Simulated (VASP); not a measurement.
# Cs (Fd-3m) in VASP: notebook

Cs is run at these levels: PBE; tasks: single point.

All numbers are computed with VASP 6.6.1; they aren't measurements. Logs are shortened: lines on timing, memory, paths and dates and some standing lists are left out, and cuts for length are marked.

### 1 The cell of the first run

It takes space group Fd-3m (No. 227, cubic). The conventional cell has a = 11.550 Å, b = 11.550 Å, c = 11.550 Å, α = 90.00°, β = 90.00°, γ = 90.00°.

This isn't the form of Cs at room conditions, which is bcc.

### 2 Single point, PBE (192.59 Å³/atom)

Contents of INCAR:

```
SYSTEM = Cs
ALGO = Normal ; EDIFF = 1E-6
ENCUT = 500 ; GGA = PE
GGA_COMPAT = .FALSE. ; ISIF = 2
ISMEAR = -1 ; LASPH = .TRUE.
LCHARG = .TRUE. ; LELF = .TRUE.
LREAL = .FALSE. ; LVHAR = .TRUE.
LWAVE = .FALSE. ; NBANDS = 16
NELM = 120 ; PREC = Accurate
SIGMA = 0.1
```

Contents of KPOINTS:

```
k-points
0
G
  6 6 6
  0 0 0
```

Contents of POSCAR:

```
Cs
1.0
    0.0000000000      5.7748970863      5.7748970863
    5.7748970863      0.0000000000      5.7748970863
    5.7748970863      5.7748970863      0.0000000000
Cs
2
Direct
    0.1250000000      0.1250000000      0.1250000000
    0.8750000000      0.8750000000      0.8750000000
```

Potentials or basis: VASP PAW PBE potentials, release 64 (Cs_sv).

Command:

```sh
$ cat potpaw_PBE.64/Cs_sv/POTCAR > POTCAR
$ mpirun -np 1 vasp_std > vasp.out
```

OUTCAR:

```text
SYSTEM = Cs
   EDIFF = 1E-6
   ENCUT = 500
   GGA = PE
   ISIF = 2
   ISMEAR = -1
   LASPH = .TRUE.
   LREAL = .FALSE.
   NELM = 120
   PREC = Accurate

 ion  position               nearest neighbor table
   1  0.125  0.125  0.125-
   2  0.875  0.875  0.875-

  LATTYP: Found a face centered cubic cell.
 ALAT       =    11.5497941726

  Lattice vectors:

 A1 = (   0.0000000000,   5.7748970863,   5.7748970863)
 A2 = (   5.7748970863,   0.0000000000,   5.7748970863)
 A3 = (   5.7748970863,   5.7748970863,   0.0000000000)

Analysis of symmetry for initial positions (statically):
=====================================================================
 Subroutine PRICEL returns:
 Original cell was already a primitive cell.

 Routine SETGRP: Setting up the symmetry group for a
 face centered cubic supercell.

 Subroutine GETGRP returns: Found 48 space group operations
 (whereof 12 operations were pure point group operations)
 out of a pool of 48 trial point group operations.

The static configuration has the point symmetry D_3d.
 The point group associated with its full space group is O_h .

Analysis of symmetry for dynamics (positions and initial velocities):
=====================================================================
 Subroutine PRICEL returns:
 Original cell was already a primitive cell.

 Routine SETGRP: Setting up the symmetry group for a
 face centered cubic supercell.

 Subroutine GETGRP returns: Found 48 space group operations
 (whereof 12 operations were pure point group operations)
 out of a pool of 48 trial point group operations.

The dynamic configuration has the point symmetry D_3d.
 The point group associated with its full space group is O_h .

 Subroutine INISYM returns: Found 48 space group operations
 (whereof 12 operations are pure point group operations),
 and found     1 'primitive' translations

----------------------------------------------------------------------------------------

                                     Primitive cell

  volume of cell :     385.1791

  direct lattice vectors                    reciprocal lattice vectors
     0.000000000  5.774897086  5.774897086    -0.086581630  0.086581630  0.086581630
     5.774897086  0.000000000  5.774897086     0.086581630 -0.086581630  0.086581630
     5.774897086  5.774897086  0.000000000     0.086581630  0.086581630 -0.086581630

  length of vectors
     8.166937781  8.166937781  8.166937781     0.149963781  0.149963781  0.149963781
[... 70 lines left out ...]
   ENCUT  =  500.0 eV  36.75 Ry    6.06 a.u.  14.89 14.89 14.89*2*pi/ulx,y,z
   NELM   =    120;   NELMIN=  2; NELMDL= -5     # of ELM steps
   EDIFF  = 0.1E-05   stopping-criterion for ELM
   LREAL  =      F    real-space projection
   EDIFFG = 0.1E-04   stopping-criterion for IOM
   NSW    =      0    number of steps for IOM
   IBRION =     -1    ionic relax: 0-MD 1-quasi-New 2-CG
   NFREE  =      0    steps in history (QN), initial steepest desc. (CG)
   ISIF   =      2    stress and relaxation
   ISYM   =      2    0-nonsym 1-usesym 2-fastsym
   POTIM  = 0.5000    time-step for ionic-motion
   TEBEG  =    0.0;   TEEND  =   0.0 temperature during run
   PSTRESS=    0.0 pullay stress
   NELECT =      18.0000    total number of electrons
   NUPDOWN=      -1.0000    fix difference up-down
   EMIN   =  10.00;   EMAX   =-10.00  energy-range for DOS
   EFERMI =   0.00;   METHOD = LEGACY
   ISMEAR =    -1;   SIGMA  =   0.10  broadening in eV -4-tet -1-fermi 0-gaus
   EFERMI_NEDOS =   21; number of points for ismear=-14 and -15
   IALGO  =     38    algorithm
   IMIX   =      4    mixing-type and parameters
     AMIX     =   0.40;   BMIX     =  1.00
     AMIX_MAG =   1.60;   BMIX_MAG =  1.00
  volume/ion in A,a.u.               =     192.59      1299.66
  Fermi-wavevector in a.u.,A,eV,Ry     =   0.589673  1.114321  4.730943  0.347715
  Thomas-Fermi vector in A             =   1.637418
   LORBIT       =      0    0 simple, 1 ext, 2 COOP (PROOUT), +10 PAW based schemes
   GGA     = PE    functional components
   LHFCALC =     F    Hartree Fock is set to
   AEXX    =    0.0000 exact exchange contribution
   IVDW    =     0    specifies the selected vdW correction
   LEPSILON=     F    determine dielectric tensor
   LRPA    =     F    only Hartree local field effects (RPA)
 non-spin polarized calculation
  energy-cutoff  :      500.00
  volume of cell :      385.18
 maximum number of plane-waves:      9841
   NGX = 29   NGY = 29   NGZ = 29

 number of electron      17.9999996 magnetization

 Free energy of the ion-electron system (eV)
  ---------------------------------------------------
  ext. energy  EPLUGINS =         0.00000000
  ---------------------------------------------------
  free energy    TOTEN  =        -1.22580061 eV

  energy without entropy =       -1.16060033  energy(sigma->0) =       -1.19320047

 E-fermi :  -0.4848     XC(G=0):  -4.1580

 val. band max:       -0.7060558695   @ k =  -0.3333   0.3333   0.1667
 cond. band min:      -0.4671123342   @ k =   0.5000   0.5000   0.0000
 fundamental gap:      0.2389435352
 Fermi energy:        -0.4848308710

 k-point     1 :       0.0000    0.0000    0.0000
  band No.  band energies     occupation
      1     -24.7996      2.00000
      2     -24.7864      2.00000
      3     -11.6342      2.00000
      4     -11.6342      2.00000
      5     -11.6342      2.00000
      6     -11.5505      2.00000
[... 281 lines left out ...]
      3     -11.6510      2.00000
      4     -11.6510      2.00000
      5     -11.5932      2.00000
      6     -11.5932      2.00000
[... 8 lines left out ...]
     15       1.2324      0.00000
     16       1.2324      0.00000

------------------------ aborting loop because EDIFF is reached ----------------------------------------

  FORCE on cell =-STRESS in cart. coord.  units (eV):
  Direction    XX          YY          ZZ          XY          YZ          ZX
  --------------------------------------------------------------------------------------
  -------------------------------------------------------------------------------------
  Total       -0.0471568     -0.0471568     -0.0471568      0.0000000      0.0000000      0.0000000
  in kB       -0.1961519     -0.1961519     -0.1961519      0.0000000      0.0000000      0.0000000
  external PRESSURE =      -0.1961519 kB  Pullay stress =       0.0000000 kB

 VOLUME and BASIS-vectors are now :
 -----------------------------------------------------------------------------
  energy-cutoff  :      500.00
  volume of cell :      385.18
      direct lattice vectors                 reciprocal lattice vectors
     0.000000000  5.774897086  5.774897086    -0.086581630  0.086581630  0.086581630
     5.774897086  0.000000000  5.774897086     0.086581630 -0.086581630  0.086581630
     5.774897086  5.774897086  0.000000000     0.086581630  0.086581630 -0.086581630

 POSITION                                       TOTAL-FORCE (eV/Angst)
 -----------------------------------------------------------------------------------
      1.44372      1.44372      1.44372        -0.000000     -0.000000     -0.000000
     10.10607     10.10607     10.10607         0.000000      0.000000      0.000000
 -----------------------------------------------------------------------------------
    total drift:                               -0.000000      0.000000     -0.000000

  FREE ENERGIE OF THE ION-ELECTRON SYSTEM (eV)
  ---------------------------------------------------
  free  energy   TOTEN  =        -1.2258006127 eV

  energy  without entropy=       -1.1606003253  energy(sigma->0) =       -1.19320047
```

Run time: 1.8 min. Hardware: 1 thread of AMD EPYC 7R43 (Zen 3), shared host; peak memory 0.45 GiB.

Results:

| Quantity | Value |
| --- | --- |
| Free energy | -1.2258 eV |
| Pressure | 0.0 GPa |
| Band gap on the k mesh | zero (bands 9 and 10 overlap by 0.06 eV) |

Levels at points of the mesh, in eV from the Fermi level:
| k point | band 5 | band 6 | band 7 | band 8 | band 9 | band 10 | band 11 | band 12 | band 13 | band 14 |
| --- | --- | --- | --- | --- | --- | --- | --- | --- | --- | --- |
| (0.00, 0.00, 0.00) | -11.15 | -11.07 | -11.07 | -11.07 | -1.23 | 1.37 | 1.37 | 1.37 | 1.38 | 1.38 |
| (0.50, 0.00, 0.00) | -11.15 | -11.07 | -11.06 | -11.06 | -0.52 | 0.08 | 1.17 | 1.17 | 1.27 | 1.60 |
| (0.50, 0.50, 0.00) | -11.11 | -11.11 | -11.05 | -11.05 | 0.02 | 0.02 | 0.71 | 0.71 | 1.41 | 1.41 |

Caveat: spin-orbit coupling is left out, which moves the levels of the heavy elements.

### 3 Single point, PBE (200.00 Å³/atom)

This run uses another cell than the first one, of 200.00 Å³/atom.

Contents of INCAR:

```
ALGO     = Normal         # electronic algorithm
EDIFF    = 1E-6           # SCF threshold, eV
ENCUT    = 500            # plane-wave cutoff, eV
GGA      = PE             # functional
GGA_COMPAT= False        
ISIF     = 2              # what is computed and relaxed
ISMEAR   = -1             # smearing method
LASPH    = True           # aspherical terms in the spheres
LCHARG   = False          # write CHGCAR
LREAL    = False          # projectors in reciprocal space
LWAVE    = False          # write WAVECAR
NBANDS   = 16             # bands
NELM     = 120            # most SCF steps
PREC     = Accurate       # precision mode
SIGMA    = 0.1            # smearing width, eV
```

Contents of KPOINTS:

```
k-points
0
Gamma
  6 6 6
```

Contents of POSCAR:

```
Cs
1.0
    0.0000000000      5.8480048105      5.8480048105
    5.8480048105      0.0000000000      5.8480048105
    5.8480048105      5.8480048105      0.0000000000
Cs
2
Direct
    0.1250000000      0.1250000000      0.1250000000
    0.8750000000      0.8750000000      0.8750000000
```

Potentials or basis: VASP PAW PBE potentials, release 64 (Cs_sv).

Command:

```sh
$ cat potpaw_PBE.64/Cs_sv/POTCAR > POTCAR
$ mpirun -np 1 vasp_std > vasp.out
```

OUTCAR:

```text
EDIFF = 1E-6
   ENCUT = 500
   GGA = PE
   ISIF = 2
   ISMEAR = -1
   LASPH = True
   LREAL = False
   NELM = 120
   PREC = Accurate

 ion  position               nearest neighbor table
   1  0.125  0.125  0.125-
   2  0.875  0.875  0.875-

  LATTYP: Found a face centered cubic cell.
 ALAT       =    11.6960096210

  Lattice vectors:

[... 469 lines left out ...]
      6     -11.6524      2.00000
[... 8 lines left out ...]
     15       1.1674      0.00000
     16       1.1674      0.00000

------------------------ aborting loop because EDIFF is reached ----------------------------------------

  FORCE on cell =-STRESS in cart. coord.  units (eV):
  Direction    XX          YY          ZZ          XY          YZ          ZX
  --------------------------------------------------------------------------------------
  -------------------------------------------------------------------------------------
  Total       -0.1019797     -0.1019797     -0.1019797     -0.0000000     -0.0000000      0.0000000
  in kB       -0.4084804     -0.4084804     -0.4084804     -0.0000000     -0.0000000      0.0000000
  external PRESSURE =      -0.4084804 kB  Pullay stress =       0.0000000 kB

 VOLUME and BASIS-vectors are now :
 -----------------------------------------------------------------------------
  energy-cutoff  :      500.00
  volume of cell :      399.99
      direct lattice vectors                 reciprocal lattice vectors
     0.000000000  5.848004810  5.848004810    -0.085499246  0.085499246  0.085499246
     5.848004810  0.000000000  5.848004810     0.085499246 -0.085499246  0.085499246
     5.848004810  5.848004810  0.000000000     0.085499246  0.085499246 -0.085499246

 POSITION                                       TOTAL-FORCE (eV/Angst)
 -----------------------------------------------------------------------------------
      1.46200      1.46200      1.46200        -0.000000     -0.000000     -0.000000
     10.23401     10.23401     10.23401         0.000000      0.000000      0.000000
 -----------------------------------------------------------------------------------
    total drift:                               -0.000000      0.000000     -0.000000

  FREE ENERGIE OF THE ION-ELECTRON SYSTEM (eV)
  ---------------------------------------------------
  free  energy   TOTEN  =        -1.2233892824 eV

  energy  without entropy=       -1.1582570028  energy(sigma->0) =       -1.19082314
```

Run time: 1.7 min. Hardware: 1 thread of AMD EPYC 7R43 (Zen 3), shared host; peak memory 0.47 GiB.

What came out:

| Item | Value |
| --- | --- |
| Free energy | -1.2234 eV |
| Pressure | 0.0 GPa |
| Band gap on the k mesh | zero (bands 9 and 10 overlap by 0.05 eV) |

Caveat: spin-orbit coupling is left out, which moves the levels of the heavy elements.
